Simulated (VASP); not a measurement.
# Rh (P6_3/mmc) in VASP: further runs

The runs below take Rh through single point, relaxation of cell and atoms, with PBEsol+D3(BJ), PBEsol, BLYP+D3(BJ).

Program: VASP 6.6.1. These are calculated values, not measurements. Logs are shortened: lines on timing, memory, paths and dates and some standing lists are left out, and cuts for length are marked.

**1. The cell of the first run**

Symmetry: P6_3/mmc, No. 194, hexagonal system. The conventional cell has a = 2.656 Å, b = 2.656 Å, c = 8.640 Å, α = 90.00°, β = 90.00°, γ = 120.00°. Within 3.5 Å of Rh (site symmetry -3m) lie 12 Rh at 2.65 to 2.66 Å. Rh (site symmetry -6m2) has 12 Rh at 2.65 to 2.66 Å within 3.5 Å.

This isn't the form of Rh at room conditions, which is fcc.

**2. Single point, PBEsol+D3(BJ)**

Contents of INCAR:

```
PREC = Accurate ; ENCUT = 520
EDIFF = 1E-7 ; ISMEAR = 1
SIGMA = 0.1 ; LREAL = False
LASPH = True ; NELM = 100
ALGO = Normal ; ISIF = 2
LWAVE = False ; LCHARG = False
GGA = PS ; IVDW = 12
NBANDS = 38
```

Contents of KPOINTS:

```
Automatic mesh
0
Gamma
  11 11 3
```

Contents of POSCAR:

```
Rh
1.0
    2.6558860455      0.0000000000      0.0000000000
   -1.3279430228      2.3000647850      0.0000000000
    0.0000000000      0.0000000000      8.6399719739
Rh
4
Direct
    0.0000000000      0.0000000000      0.0000000000
    0.3333333333      0.6666666667      0.2500000000
    0.0000000000      0.0000000000      0.5000000000
    0.6666666667      0.3333333333      0.7500000000
```

Potentials or basis: VASP PAW PBE potentials, release 64 (Rh_pv).

Launch:

```sh
cat potpaw_PBE.64/Rh_pv/POTCAR > POTCAR
mpirun -np 1 vasp_std > vasp.out
```

OUTCAR:

```text
PREC = Accurate
   ENCUT = 520
   EDIFF = 1E-7
   ISMEAR = 1
   LREAL = False
   LASPH = True
   NELM = 100
   ISIF = 2
   GGA = PS
   IVDW = 12
 IVDW          = 12

 ion  position               nearest neighbor table
   1  0.000  0.000  0.000-   2 2.65   4 2.65   4 2.65   2 2.65   4 2.65   2 2.65
   2  0.333  0.667  0.250-   1 2.65   3 2.65   1 2.65   3 2.65   1 2.65   3 2.65
   3  0.000  0.000  0.500-   2 2.65   4 2.65   4 2.65   2 2.65   4 2.65   2 2.65
   4  0.667  0.333  0.750-   1 2.65   3 2.65   1 2.65   3 2.65   1 2.65   3 2.65

  LATTYP: Found a hexagonal cell.
 ALAT       =     2.6558860455
 C/A-ratio  =     3.2531410708

  Lattice vectors:

 A1 = (   2.6558860455,   0.0000000000,   0.0000000000)
 A2 = (  -1.3279430228,   2.3000647850,   0.0000000000)
 A3 = (   0.0000000000,   0.0000000000,   8.6399719739)

Analysis of symmetry for initial positions (statically):
=====================================================================
 Subroutine PRICEL returns:
 Original cell was already a primitive cell.

 Routine SETGRP: Setting up the symmetry group for a
 hexagonal supercell.

 Subroutine GETGRP returns: Found 24 space group operations
 (whereof 12 operations were pure point group operations)
 out of a pool of 24 trial point group operations.

The static configuration has the point symmetry D_3d.
 The point group associated with its full space group is D_6h.

Analysis of symmetry for dynamics (positions and initial velocities):
=====================================================================
 Subroutine PRICEL returns:
 Original cell was already a primitive cell.

 Routine SETGRP: Setting up the symmetry group for a
 hexagonal supercell.

 Subroutine GETGRP returns: Found 24 space group operations
 (whereof 12 operations were pure point group operations)
 out of a pool of 24 trial point group operations.

The dynamic configuration has the point symmetry D_3d.
 The point group associated with its full space group is D_6h.

 Subroutine INISYM returns: Found 24 space group operations
 (whereof 12 operations are pure point group operations),
 and found     1 'primitive' translations

----------------------------------------------------------------------------------------

                                     Primitive cell

  volume of cell :      52.7791

  direct lattice vectors                    reciprocal lattice vectors
     2.655886045  0.000000000  0.000000000     0.376522179  0.217385181  0.000000000
    -1.327943023  2.300064785  0.000000000     0.000000000  0.434770362  0.000000000
     0.000000000  0.000000000  8.639971974     0.000000000  0.000000000  0.115741116

  length of vectors
     2.655886045  2.655886046  8.639971974     0.434770362  0.434770362  0.115741116

  position of ions in fractional coordinates (direct lattice)
     0.000000000  0.000000000  0.000000000
     0.333333333  0.666666667  0.250000000
     0.000000000  0.000000000  0.500000000
     0.666666667  0.333333333  0.750000000

  ion indices of the primitive-cell ions
   primitive index   ion index
                 1           1
                 2           2
                 3           3
                 4           4

----------------------------------------------------------------------------------------

 KPOINTS: Automatic mesh

Automatic generation of k-mesh.
 Grid dimensions read from file:
 generate k-points for:   11   11    3

 Generating k-lattice:

  Cartesian coordinates                     Fractional coordinates (reciprocal lattice)
     0.034229289  0.019762289  0.000000000     0.090909091 -0.000000000  0.000000000
     0.000000000  0.039524578  0.000000000     0.000000000  0.090909091  0.000000000
     0.000000000  0.000000000  0.038580372     0.000000000  0.000000000  0.333333333

  Length of vectors
     0.039524578  0.039524578  0.038580372

  Shift w.r.t. Gamma in fractional coordinates (k-lattice)
     0.000000000  0.000000000  0.000000000

 Subroutine IBZKPT returns following result:
 ===========================================

 Found     32 irreducible k-points:

 Following reciprocal coordinates:
            Coordinates               Weight
  0.000000  0.000000  0.000000      1.000000
  0.090909  0.000000  0.000000      6.000000
  0.181818  0.000000  0.000000      6.000000
  0.272727  0.000000  0.000000      6.000000
  0.363636 -0.000000  0.000000      6.000000
  0.454545  0.000000  0.000000      6.000000
[... 16 lines left out ...]
  0.090909  0.090909  0.333333     12.000000
  0.181818  0.090909  0.333333     24.000000
 [... further k-points ...]
   k-points           NKPTS =     32   k-points in BZ     NKDIM =     32   number of bands    NBANDS=     38
   number of dos      NEDOS =    301   number of ions     NIONS =      4
   total plane-waves  NPLWV =  25600
   dimension x,y,z NGX =    20 NGY =   20 NGZ =   64
   dimension x,y,z NGXF=    40 NGYF=   40 NGZF=  128
   ions per type =               4
   NGX,Y,Z   is equivalent  to a cutoff of  12.52, 12.52, 12.31 a.u.
   NGXF,Y,Z  is equivalent  to a cutoff of  25.04, 25.04, 24.63 a.u.
 SYSTEM =  unknown system
   PREC   = accura    normal or accurate (medium, high low for compatibility)
   ISTART =      0    job   : 0-new  1-cont  2-samecut
   ICHARG =      2    charge: 1-file 2-atom 10-const
   ISPIN  =      1    spin polarized calculation?
   LNONCOLLINEAR =      F non collinear calculations
   LSORBIT =      F    spin-orbit coupling
   LASPH  =      T    aspherical Exc in radial PAW
   ENCUT  =  520.0 eV  38.22 Ry    6.18 a.u.   4.94  4.94 16.06*2*pi/ulx,y,z
   NELM   =    100;   NELMIN=  2; NELMDL= -5     # of ELM steps
   EDIFF  = 0.1E-06   stopping-criterion for ELM
   LREAL  =      F    real-space projection
   EDIFFG = 0.1E-05   stopping-criterion for IOM
   NSW    =      0    number of steps for IOM
   IBRION =     -1    ionic relax: 0-MD 1-quasi-New 2-CG
   NFREE  =      0    steps in history (QN), initial steepest desc. (CG)
   ISIF   =      2    stress and relaxation
   ISYM   =      2    0-nonsym 1-usesym 2-fastsym
   POTIM  = 0.5000    time-step for ionic-motion
   TEBEG  =    0.0;   TEEND  =   0.0 temperature during run
   PSTRESS=    0.0 pullay stress
   NELECT =      60.0000    total number of electrons
   NUPDOWN=      -1.0000    fix difference up-down
   EMIN   =  10.00;   EMAX   =-10.00  energy-range for DOS
   EFERMI =   0.00;   METHOD = LEGACY
   ISMEAR =     1;   SIGMA  =   0.10  broadening in eV -4-tet -1-fermi 0-gaus
   EFERMI_NEDOS =   21; number of points for ismear=-14 and -15
   IALGO  =     38    algorithm
   IMIX   =      4    mixing-type and parameters
     AMIX     =   0.40;   BMIX     =  1.00
     AMIX_MAG =   1.60;   BMIX_MAG =  1.00
  volume/ion in A,a.u.               =      13.19        89.04
  Fermi-wavevector in a.u.,A,eV,Ry     =   1.708590  3.228768 39.719233  2.919281
  Thomas-Fermi vector in A             =   2.787230
   LORBIT       =      0    0 simple, 1 ext, 2 COOP (PROOUT), +10 PAW based schemes
   GGA     = PS    functional components
   LHFCALC =     F    Hartree Fock is set to
   AEXX    =    0.0000 exact exchange contribution
   IVDW    =    12    specifies the selected vdW correction
   LEPSILON=     F    determine dielectric tensor
   LRPA    =     F    only Hartree local field effects (RPA)
 non-spin polarized calculation
 Methfessel and Paxton  Order N= 1 SIGMA  =   0.10
  energy-cutoff  :      520.00
  volume of cell :       52.78
 maximum number of plane-waves:      1447
 NGX is ok and might be reduce to    20
   NGX =  9   NGY =  9   NGZ = 33

 number of electron      60.0000020 magnetization

 Free energy of the ion-electron system (eV)
  ---------------------------------------------------
  ext. energy  EPLUGINS =         0.00000000
  ---------------------------------------------------
  free energy    TOTEN  =       -32.43089816 eV

  energy without entropy =      -32.42473638  energy(sigma->0) =      -32.42884423

 E-fermi :  12.5420     XC(G=0): -14.4839

 val. band max:       12.5351337771   @ k =   0.2727   0.0909   0.0000
 cond. band min:      12.5478234986   @ k =   0.3636  -0.0000   0.3333
 fundamental gap:      0.0126897215
 Fermi energy:        12.5419687266

 k-point     1 :       0.0000    0.0000    0.0000
  band No.  band energies     occupation
      1     -34.7330      2.00000
      2     -34.3136      2.00000
      3     -34.3132      2.00000
      4     -33.9833      2.00000
      5     -33.9833      2.00000
      6     -33.9261      2.00000
[... 30 lines left out ...]
     37      21.5727      0.00000
     38      27.0191      0.00000

 k-point     2 :       0.0909    0.0000    0.0000
  band No.  band energies     occupation
      1     -34.7109      2.00000
      2     -34.3201      2.00000
      3     -34.3194      2.00000
      4     -34.0340      2.00000
      5     -33.9997      2.00000
      6     -33.9653      2.00000
[... 30 lines left out ...]
     37      21.5150      0.00000
     38      27.3889      0.00000

 k-point     3 :       0.1818    0.0000    0.0000
  band No.  band energies     occupation
      1     -34.6489      2.00000
      2     -34.3582      2.00000
      3     -34.3538      2.00000
      4     -34.1640      2.00000
      5     -34.0797      2.00000
      6     -34.0448      2.00000
[... 30 lines left out ...]
     37      21.3839      0.00000
     38      27.9379      0.00000

 k-point     4 :       0.2727    0.0000    0.0000
  band No.  band energies     occupation
      1     -34.5663      2.00000
      2     -34.4655      2.00000
      3     -34.4386      2.00000
      4     -34.3245      2.00000
      5     -34.2598      2.00000
      6     -34.1076      2.00000
[... 30 lines left out ...]
     37      21.3012      0.00000
     38      25.7045      0.00000
[... 703 lines left out ...]
      4     -34.5655      2.00000
      5     -34.2672      2.00000
      6     -34.2055      2.00000
[... 30 lines left out ...]
     37      21.9884      0.00000
     38      22.0511      0.00000

 k-point    23 :       0.0909    0.0909    0.3333
  band No.  band energies     occupation
      1     -34.6251      2.00000
      2     -34.5052      2.00000
      3     -34.1777      2.00000
      4     -34.1043      2.00000
      5     -34.0717      2.00000
      6     -34.0692      2.00000
[... 30 lines left out ...]
     37      22.9494      0.00000
     38      25.7761      0.00000

 k-point    24 :       0.1818    0.0909    0.3333
  band No.  band energies     occupation
      1     -34.5692      2.00000
      2     -34.5025      2.00000
      3     -34.3106      2.00000
      4     -34.2318      2.00000
      5     -34.2241      2.00000
      6     -34.1607      2.00000
[... 30 lines left out ...]
     37      23.2420      0.00000
     38      26.1255      0.00000

 [... further k-points ...]

------------------------ aborting loop because EDIFF is reached ----------------------------------------

 Edisp (eV)   -2.53594

 E8    (eV) :    -1.7082

  FORCE on cell =-STRESS in cart. coord.  units (eV):
  Direction    XX          YY          ZZ          XY          YZ          ZX
  --------------------------------------------------------------------------------------
  -------------------------------------------------------------------------------------
  Total      -0.02605    -0.02605    -0.01103     0.00000     0.00000    -0.00000
  in kB      -0.79064    -0.79064    -0.33498     0.00000     0.00000    -0.00000
  external pressure =       -0.64 kB  Pullay stress =        0.00 kB

 VOLUME and BASIS-vectors are now :
 -----------------------------------------------------------------------------
  energy-cutoff  :      520.00
  volume of cell :       52.78
      direct lattice vectors                 reciprocal lattice vectors
     2.655886045  0.000000000  0.000000000     0.376522179  0.217385181  0.000000000
    -1.327943023  2.300064785  0.000000000     0.000000000  0.434770362  0.000000000
     0.000000000  0.000000000  8.639971974     0.000000000  0.000000000  0.115741116

 POSITION                                       TOTAL-FORCE (eV/Angst)
 -----------------------------------------------------------------------------------
      0.00000      0.00000      0.00000         0.000000      0.000000     -0.000000
     -0.00000      1.53338      2.15999         0.000000     -0.000000      0.000000
      0.00000      0.00000      4.31999         0.000000      0.000000     -0.000000
      1.32794      0.76669      6.47998        -0.000000      0.000000      0.000000
 -----------------------------------------------------------------------------------
    total drift:                                0.000000     -0.000000      0.000000

  FREE ENERGIE OF THE ION-ELECTRON SYSTEM (eV)
  ---------------------------------------------------
  free  energy   TOTEN  =       -34.9668343396 eV

  energy  without entropy=      -34.9606725637  energy(sigma->0) =      -34.96478041
```

It took 2.3 min on 1 thread of Intel Xeon 8259CL, shared host; peak memory 0.2 GiB.

What came out:

```yaml
Free_energy: -34.9668 eV
Pressure: -0.1 GPa
Band_gap_on_the_k_mesh: zero (bands 30 and 31 overlap by 1.76 eV)
Dispersion_energy_per_atom: -0.634 eV
```

Levels at points of the mesh, in eV from the Fermi level:
```tsv
k point	band 25	band 26	band 27	band 28	band 29	band 30	band 31	band 32	band 33	band 34
(0.00, 0.00, 0.00)	-2.91	-2.81	-2.81	-1.55	-1.55	-0.92	-0.92	-0.36	-0.36	0.48
```

Caveat: the PAW data sets were made with another functional, which shifts forces and pressure a little.

(Part 1 of 2 ends here.)
